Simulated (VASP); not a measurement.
# BeS (rocksalt type) (Fm-3m) in VASP: further runs

BeS (rocksalt type) is run at these levels: LDA; tasks: single point.

All numbers are computed with VASP 6.6.1; they aren't measurements. Logs are shortened: lines on timing, memory, paths and dates and some standing lists are left out, and cuts for length are marked.

### 1 The cell of the first run

It takes space group Fm-3m (No. 225, cubic). Conventional cell: a = 4.229 Å, b = 4.229 Å, c = 4.229 Å, α = 90.00°, β = 90.00°, γ = 90.00°. Within 2.8 Å of Be (site symmetry m-3m) lie 6 S at 2.11 Å. Within 2.8 Å of S (site symmetry m-3m) lie 6 Be at 2.11 Å.

### 2 Single point, LDA (volume scaled by 0.8)

The input, INCAR:

```
PREC = Accurate ; ENCUT = 600
EDIFF = 1E-6 ; ISMEAR = -1
SIGMA = 0.08 ; LREAL = False
LASPH = True ; NELM = 120
ALGO = Normal ; ISIF = 2
LWAVE = False ; LCHARG = False
GGA = CA ; NBANDS = 11
GGA_COMPAT = False
```

The input, KPOINTS:

```
regular mesh
0
Gamma
  17 17 17
```

The input, POSCAR:

```
BeS
1.0
    0.0000000000      2.1145726776      2.1145726776
    2.1145726776      0.0000000000      2.1145726776
    2.1145726776      2.1145726776      0.0000000000
Be S
1 1
Direct
    0.0000000000      0.0000000000      0.0000000000
    0.5000000000      0.5000000000      0.5000000000
```

Potentials or basis: VASP PAW LDA potentials, release 64 (Be, S).

Started as:

```console
> cat potpaw_LDA.64/Be/POTCAR potpaw_LDA.64/S/POTCAR > POTCAR
> mpirun -np 1 vasp_std > vasp.out
```

OUTCAR:

```text
PREC = Accurate
   ENCUT = 600
   EDIFF = 1E-6
   ISMEAR = -1
   LREAL = False
   LASPH = True
   NELM = 120
   ISIF = 2
   GGA = CA

 ion  position               nearest neighbor table
   1  0.000  0.000  0.000-   2 2.11   2 2.11   2 2.11   2 2.11   2 2.11   2 2.11
   2  0.500  0.500  0.500-   1 2.11   1 2.11   1 2.11   1 2.11   1 2.11   1 2.11

  LATTYP: Found a face centered cubic cell.
 ALAT       =     4.2291453552

  Lattice vectors:

 A1 = (   0.0000000000,   2.1145726776,   2.1145726776)
 A2 = (   2.1145726776,   0.0000000000,   2.1145726776)
 A3 = (   2.1145726776,   2.1145726776,   0.0000000000)

Analysis of symmetry for initial positions (statically):
=====================================================================
 Subroutine PRICEL returns:
 Original cell was already a primitive cell.

 Routine SETGRP: Setting up the symmetry group for a
 face centered cubic supercell.

 Subroutine GETGRP returns: Found 48 space group operations
 (whereof 48 operations were pure point group operations)
 out of a pool of 48 trial point group operations.

The static configuration has the point symmetry O_h .

Analysis of symmetry for dynamics (positions and initial velocities):
=====================================================================
 Subroutine PRICEL returns:
 Original cell was already a primitive cell.

 Routine SETGRP: Setting up the symmetry group for a
 face centered cubic supercell.

 Subroutine GETGRP returns: Found 48 space group operations
 (whereof 48 operations were pure point group operations)
 out of a pool of 48 trial point group operations.

The dynamic configuration has the point symmetry O_h .

 Subroutine INISYM returns: Found 48 space group operations
 (whereof 48 operations are pure point group operations),
 and found     1 'primitive' translations

----------------------------------------------------------------------------------------

                                     Primitive cell

  volume of cell :      18.9103

  direct lattice vectors                    reciprocal lattice vectors
     0.000000000  2.114572678  2.114572678    -0.236454394  0.236454394  0.236454394
     2.114572678  0.000000000  2.114572678     0.236454394 -0.236454394  0.236454394
     2.114572678  2.114572678  0.000000000     0.236454394  0.236454394 -0.236454394

  length of vectors
     2.990457359  2.990457359  2.990457359     0.409551023  0.409551023  0.409551023

  position of ions in fractional coordinates (direct lattice)
     0.000000000  0.000000000  0.000000000
     0.500000000  0.500000000  0.500000000

  ion indices of the primitive-cell ions
   primitive index   ion index
                 1           1
                 2           2

----------------------------------------------------------------------------------------

 KPOINTS: regular mesh

Automatic generation of k-mesh.
 Grid dimensions read from file:
 generate k-points for:   17   17   17

 Generating k-lattice:

  Cartesian coordinates                     Fractional coordinates (reciprocal lattice)
    -0.013909082  0.013909082  0.013909082     0.058823529  0.000000000  0.000000000
     0.013909082 -0.013909082  0.013909082     0.000000000  0.058823529  0.000000000
     0.013909082  0.013909082 -0.013909082     0.000000000  0.000000000  0.058823529

  Length of vectors
     0.024091237  0.024091237  0.024091237

  Shift w.r.t. Gamma in fractional coordinates (k-lattice)
     0.000000000  0.000000000  0.000000000

 Subroutine IBZKPT returns following result:
 ===========================================

 Found    165 irreducible k-points:

 Following reciprocal coordinates:
            Coordinates               Weight
  0.000000  0.000000  0.000000      1.000000
  0.058824  0.000000  0.000000      8.000000
  0.117647  0.000000  0.000000      8.000000
  0.176471  0.000000  0.000000      8.000000
  0.235294  0.000000  0.000000      8.000000
  0.294118  0.000000  0.000000      8.000000
[... 16 lines left out ...]
 -0.176471  0.058824  0.000000     24.000000
 -0.117647  0.058824  0.000000     24.000000
 [... further k-points ...]
   k-points           NKPTS =    165   k-points in BZ     NKDIM =    165   number of bands    NBANDS=     11
   number of dos      NEDOS =    301   number of ions     NIONS =      2
   total plane-waves  NPLWV =  13824
   dimension x,y,z NGX =    24 NGY =   24 NGZ =   24
   dimension x,y,z NGXF=    48 NGYF=   48 NGZF=   48
   ions per type =               1   1
   NGX,Y,Z   is equivalent  to a cutoff of  13.34, 13.34, 13.34 a.u.
   NGXF,Y,Z  is equivalent  to a cutoff of  26.68, 26.68, 26.68 a.u.
 SYSTEM =  unknown system
   PREC   = accura    normal or accurate (medium, high low for compatibility)
   ISTART =      0    job   : 0-new  1-cont  2-samecut
   ICHARG =      2    charge: 1-file 2-atom 10-const
   ISPIN  =      1    spin polarized calculation?
   LNONCOLLINEAR =      F non collinear calculations
   LSORBIT =      F    spin-orbit coupling
   LASPH  =      T    aspherical Exc in radial PAW
   ENCUT  =  600.0 eV  44.10 Ry    6.64 a.u.   5.97  5.97  5.97*2*pi/ulx,y,z
   NELM   =    120;   NELMIN=  2; NELMDL= -5     # of ELM steps
   EDIFF  = 0.1E-05   stopping-criterion for ELM
   LREAL  =      F    real-space projection
   EDIFFG = 0.1E-04   stopping-criterion for IOM
   NSW    =      0    number of steps for IOM
   IBRION =     -1    ionic relax: 0-MD 1-quasi-New 2-CG
   NFREE  =      0    steps in history (QN), initial steepest desc. (CG)
   ISIF   =      2    stress and relaxation
   ISYM   =      2    0-nonsym 1-usesym 2-fastsym
   POTIM  = 0.5000    time-step for ionic-motion
   TEBEG  =    0.0;   TEEND  =   0.0 temperature during run
   PSTRESS=    0.0 pullay stress
   NELECT =       8.0000    total number of electrons
   NUPDOWN=      -1.0000    fix difference up-down
   EMIN   =  10.00;   EMAX   =-10.00  energy-range for DOS
   EFERMI =   0.00;   METHOD = LEGACY
   ISMEAR =    -1;   SIGMA  =   0.08  broadening in eV -4-tet -1-fermi 0-gaus
   EFERMI_NEDOS =   21; number of points for ismear=-14 and -15
   IALGO  =     38    algorithm
   IMIX   =      4    mixing-type and parameters
     AMIX     =   0.40;   BMIX     =  1.00
     AMIX_MAG =   1.60;   BMIX_MAG =  1.00
  volume/ion in A,a.u.               =       9.46        63.81
  Fermi-wavevector in a.u.,A,eV,Ry     =   1.228963  2.322404 20.549567  1.510351
  Thomas-Fermi vector in A             =   2.363869
   LORBIT       =      0    0 simple, 1 ext, 2 COOP (PROOUT), +10 PAW based schemes
   GGA     = CA    functional components
   LHFCALC =     F    Hartree Fock is set to
   AEXX    =    0.0000 exact exchange contribution
   IVDW    =     0    specifies the selected vdW correction
   LEPSILON=     F    determine dielectric tensor
   LRPA    =     F    only Hartree local field effects (RPA)
 non-spin polarized calculation
  energy-cutoff  :      600.00
  volume of cell :       18.91
 maximum number of plane-waves:       644
   NGX = 11   NGY = 11   NGZ = 11

 number of electron       7.9999999 magnetization

 Free energy of the ion-electron system (eV)
  ---------------------------------------------------
  ext. energy  EPLUGINS =         0.00000000
  ---------------------------------------------------
  free energy    TOTEN  =        -9.62629921 eV

  energy without entropy =       -9.62628471  energy(sigma->0) =       -9.62629196

 E-fermi :  10.9352     XC(G=0): -11.9212

 val. band max:       10.3328068994   @ k =  -0.1765   0.1176   0.0000
 cond. band min:      11.4301500093   @ k =   0.4706   0.4706   0.0000
 fundamental gap:      1.0973431099
 Fermi energy:        10.9352488982

 k-point     1 :       0.0000    0.0000    0.0000
  band No.  band energies     occupation
      1      -7.4913      2.00000
      2       9.8803      2.00000
      3       9.8803      2.00000
      4       9.8803      2.00000
      5      18.6439      0.00000
      6      18.6439      0.00000
      7      18.6439      0.00000
      8      19.2768      0.00000
      9      21.1425      0.00000
     10      21.1425      0.00000
     11      21.1425      0.00000

 k-point     2 :       0.0588    0.0000    0.0000
  band No.  band energies     occupation
      1      -7.4242      2.00000
      2       9.4582      2.00000
      3       9.8509      2.00000
      4       9.8509      2.00000
      5      18.4199      0.00000
      6      18.7602      0.00000
      7      18.7602      0.00000
      8      19.4798      0.00000
      9      20.1954      0.00000
     10      20.1954      0.00000
     11      21.3449      0.00000

 k-point     3 :       0.1176    0.0000    0.0000
  band No.  band energies     occupation
      1      -7.2242      2.00000
      2       8.3800      2.00000
      3       9.7746      2.00000
      4       9.7746      2.00000
      5      17.7519      0.00000
      6      18.4293      0.00000
      7      18.4293      0.00000
      8      19.6306      0.00000
      9      19.6306      0.00000
     10      20.2405      0.00000
     11      21.7286      0.00000

 k-point     4 :       0.1765    0.0000    0.0000
  band No.  band energies     occupation
      1      -6.8957      2.00000
      2       6.9699      2.00000
      3       9.6800      2.00000
      4       9.6800      2.00000
      5      17.0076      0.00000
      6      17.2367      0.00000
      7      17.2367      0.00000
      8      20.3328      0.00000
      9      20.3328      0.00000
     10      21.1607      0.00000
     11      22.2428      0.00000

 k-point     5 :       0.2353    0.0000    0.0000
  band No.  band energies     occupation
      1      -6.4480      2.00000
      2       5.4562      2.00000
      3       9.5972      2.00000
      4       9.5972      2.00000
      5      16.0987      0.00000
      6      16.0987      0.00000
      7      16.3333      0.00000
      8      21.3963      0.00000
      9      21.3963      0.00000
     10      21.8277      0.00000
     11      23.1167      0.00000
[... 211 lines left out ...]
 k-point    21 :      -0.2941    0.0588    0.0000
  band No.  band energies     occupation
      1      -5.6412      2.00000
      2       3.5528      2.00000
      3       8.6251      2.00000
      4       9.9579      1.99999
      5      14.3300      0.00000
      6      15.1163      0.00000
      7      16.2992      0.00000
      8      22.3647      0.00000
      9      22.3851      0.00000
     10      23.3413      0.00000
     11      25.6477      0.00000

 k-point    22 :      -0.2353    0.0588    0.0000
  band No.  band energies     occupation
      1      -6.2164      2.00000
      2       4.9931      2.00000
      3       8.6866      2.00000
      4      10.0536      1.99997
      5      15.0923      0.00000
      6      15.8804      0.00000
      7      16.9294      0.00000
      8      21.0950      0.00000
      9      21.5847      0.00000
     10      22.6049      0.00000
     11      24.2085      0.00000

 k-point    23 :      -0.1765    0.0588    0.0000
  band No.  band energies     occupation
      1      -6.7002      2.00000
      2       6.4951      2.00000
      3       8.8323      2.00000
      4      10.0986      1.99994
      5      16.0954      0.00000
      6      16.7077      0.00000
      7      17.6633      0.00000
      8      20.0459      0.00000
      9      20.7134      0.00000
     10      22.1495      0.00000
     11      22.8195      0.00000

 k-point    24 :      -0.1176    0.0588    0.0000
  band No.  band energies     occupation
      1      -7.0694      2.00000
      2       7.9291      2.00000
      3       9.0535      2.00000
      4      10.0869      1.99995
      5      17.3046      0.00000
      6      17.5686      0.00000
      7      18.2447      0.00000
      8      19.2873      0.00000
      9      20.2821      0.00000
     10      21.3395      0.00000
     11      21.8810      0.00000

 [... further k-points ...]
[... 5 lines left out ...]
  --------------------------------------------------------------------------------------
  -------------------------------------------------------------------------------------
  Total        4.7691149      4.7691149      4.7691149     -0.0000000      0.0000000     -0.0000000
  in kB      404.0643415    404.0643415    404.0643415     -0.0000000      0.0000000     -0.0000000
  external PRESSURE =     404.0643415 kB  Pullay stress =       0.0000000 kB

 VOLUME and BASIS-vectors are now :
 -----------------------------------------------------------------------------
  energy-cutoff  :      600.00
  volume of cell :       18.91
      direct lattice vectors                 reciprocal lattice vectors
     0.000000000  2.114572678  2.114572678    -0.236454394  0.236454394  0.236454394
     2.114572678  0.000000000  2.114572678     0.236454394 -0.236454394  0.236454394
     2.114572678  2.114572678  0.000000000     0.236454394  0.236454394 -0.236454394

 POSITION                                       TOTAL-FORCE (eV/Angst)
 -----------------------------------------------------------------------------------
      0.00000      0.00000      0.00000         0.000000     -0.000000      0.000000
      2.11457      2.11457      2.11457         0.000000      0.000000     -0.000000
 -----------------------------------------------------------------------------------
    total drift:                               -0.000000     -0.000000      0.000000

  FREE ENERGIE OF THE ION-ELECTRON SYSTEM (eV)
  ---------------------------------------------------
  free  energy   TOTEN  =        -9.6262992054 eV

  energy  without entropy=       -9.6262847116  energy(sigma->0) =       -9.62629196
```

Wall time 14 s (1 thread of Intel Xeon Platinum 8375C at 2.90GHz (Ice Lake), shared host); peak memory 0.15 GiB.

What came out:

```yaml
Free_energy: -9.6263 eV
Pressure: 40.4 GPa
Band_gap_on_the_k_mesh: 1.10 eV, indirect (least direct gap 3.93 eV)
```

Caveat: the cell differs from its parent crystal (volume scaled by 0.8). A k mesh can miss the band edges.

### 3 Single point, LDA (volume scaled by 0.9)

The input, INCAR:

```
SYSTEM = BeS
ALGO = Normal
EDIFF = 1E-6
ENCUT = 600
GGA_COMPAT = .FALSE.
ISIF = 2
ISMEAR = -1
LASPH = .TRUE.
LCHARG = .TRUE.
LELF = .TRUE.
LREAL = .FALSE.
LVHAR = .TRUE.
LWAVE = .FALSE.
NBANDS = 11
NELM = 120
PREC = Accurate
SIGMA = 0.08
```

The input, KPOINTS:

```
k-points
0
G
  17 17 17
  0 0 0
```

The input, POSCAR:

```
BeS
1.0
    0.0000000000      2.1992442097      2.1992442097
    2.1992442097      0.0000000000      2.1992442097
    2.1992442097      2.1992442097      0.0000000000
Be S
1 1
Direct
    0.0000000000      0.0000000000      0.0000000000
    0.5000000000      0.5000000000      0.5000000000
```

Potentials or basis: VASP PAW LDA potentials, release 64 (Be, S).

Started as:

```console
> cat potpaw_LDA.64/Be/POTCAR potpaw_LDA.64/S/POTCAR > POTCAR
> mpirun -np 1 vasp_std > vasp.out
```

It took 40 s on 1 thread of Intel Xeon Platinum 8375C at 2.90GHz (Ice Lake), shared host; peak memory 0.16 GiB.

Results (log left out):

```yaml
Free_energy: -10.0228 eV
Pressure: 15.4 GPa
Band_gap_on_the_k_mesh: 1.07 eV, indirect (least direct gap 4.17 eV)
```

Levels at points of the mesh, in eV from the valence-band top:
| k point | band 1 | band 2 | band 3 | band 4 | band 5 | band 6 | band 7 | band 8 |
| --- | --- | --- | --- | --- | --- | --- | --- | --- |
| (0.00, 0.00, 0.00) | -16.53 | -0.38 | -0.38 | -0.38 | 7.19 | 8.57 | 8.57 | 8.57 |

Caveat: the cell differs from its parent crystal (volume scaled by 0.9). A k mesh can miss the band edges.

### 4 Single point, LDA

This run uses another cell than the first one, of 11.82 Å³/atom, 1.250 times its volume.

The input, INCAR:

```
SYSTEM = BeS
PREC     = Accurate       ! precision mode
ENCUT    = 600            ! plane-wave cutoff, eV
EDIFF    = 1E-6           ! SCF threshold, eV
ISMEAR   = -1             ! smearing method
SIGMA    = 0.08           ! smearing width, eV
LREAL    = .FALSE.        ! projectors in reciprocal space
LASPH    = .TRUE.         ! aspherical terms in the spheres
NELM     = 120            ! most SCF steps
ALGO     = Normal         ! electronic algorithm
ISIF     = 2              ! what is computed and relaxed
LWAVE    = .FALSE.        ! write WAVECAR
LCHARG   = .FALSE.        ! write CHGCAR
NBANDS   = 11             ! bands
GGA_COMPAT= .FALSE.
```

The input, KPOINTS:

```
regular mesh
0
G
  17 17 17
  0 0 0
```

The input, POSCAR:

```
BeS
1.0
    0.0000000000      2.2778543656      2.2778543656
    2.2778543656      0.0000000000      2.2778543656
    2.2778543656      2.2778543656      0.0000000000
Be S
1 1
Direct
    0.0000000000      0.0000000000      0.0000000000
    0.5000000000      0.5000000000      0.5000000000
```

Started as:

```console
> cat potpaw_LDA.64/Be/POTCAR potpaw_LDA.64/S/POTCAR > POTCAR
> mpirun -np 1 vasp_std > vasp.out
```

Wall time 36 s (1 thread of Intel Xeon Platinum 8375C at 2.90GHz (Ice Lake), shared host); peak memory 0.17 GiB.

It converged, with:

| Quantity | Value |
| --- | --- |
| Free energy | -10.1279 eV |
| Pressure | 0.1 GPa |
| Band gap on the k mesh | 1.03 eV, indirect (least direct gap 4.31 eV) |

Levels at points of the mesh, in eV from the valence-band top:
```csv
k point,band 1,band 2,band 3,band 4,band 5,band 6,band 7,band 8,band 9
"(0.00, 0.00, 0.00)",-15.49,-0.32,-0.32,-0.32,5.82,8.74,8.74,8.74,9.67
```

A k mesh can miss the band edges. A hybrid or GW would open this gap; LDA tends to underestimate it.

### 5 Single point, LDA

This run uses another cell than the first one, of 11.82 Å³/atom, 1.250 times its volume.

The input, INCAR:

```
ALGO     = Normal         # electronic algorithm
EDIFF    = 1E-6           # SCF threshold, eV
ENCUT    = 600            # plane-wave cutoff, eV
GGA_COMPAT= F            
ISIF     = 2              # what is computed and relaxed
ISMEAR   = -1             # smearing method
LASPH    = T              # aspherical terms in the spheres
LCHARG   = F              # write CHGCAR
LREAL    = F              # projectors in reciprocal space
LWAVE    = F              # write WAVECAR
NBANDS   = 11             # bands
NELM     = 120            # most SCF steps
PREC     = Accurate       # precision mode
SIGMA    = 0.08           # smearing width, eV
```

The input, KPOINTS:

```
k-points
0
Gamma
  17 17 17
```

POSCAR is that of step 4.

Started as:

```console
> cat potpaw_LDA.64/Be/POTCAR potpaw_LDA.64/S/POTCAR > POTCAR
> mpirun -np 1 vasp_std > vasp.out
```

Wall time 37 s (1 thread of Intel Xeon Platinum 8375C at 2.90GHz (Ice Lake), shared host); peak memory 0.17 GiB.

It converged, with:

| Property | Result |
| --- | --- |
| Free energy | -10.1279 eV |
| Pressure | 0.1 GPa |
| Band gap on the k mesh | 1.03 eV, indirect (least direct gap 4.31 eV) |

Levels at points of the mesh, in eV from the valence-band top:
```tsv
k point	band 1	band 2	band 3	band 4	band 5	band 6	band 7	band 8
(0.00, 0.00, 0.00)	-15.49	-0.32	-0.32	-0.32	5.82	8.74	8.74	8.74
```

A k mesh can miss the band edges.

### 6 Overview

| cell | gap on the mesh (eV) | pressure (GPa) |
| --- | --- | --- |
| a = 2.990 Å, angles 60.0°, 2 atoms | 1.10 | 40.4 |
| a = 3.110 Å, angles 60.0°, 2 atoms | 1.07 | 15.4 |
| a = 3.221 Å, angles 60.0°, 2 atoms | 1.03 | 0.1 |

Alike in all rows: task single point; level LDA; potentials or basis VASP PAW LDA potentials, release 64 (Be, S); no spin polarisation; k mesh 17 × 17 × 17; cutoff (eV) 600; smearing fermi-dirac 0.08 eV.

Absolute energies hang on the potentials; compare differences alone.
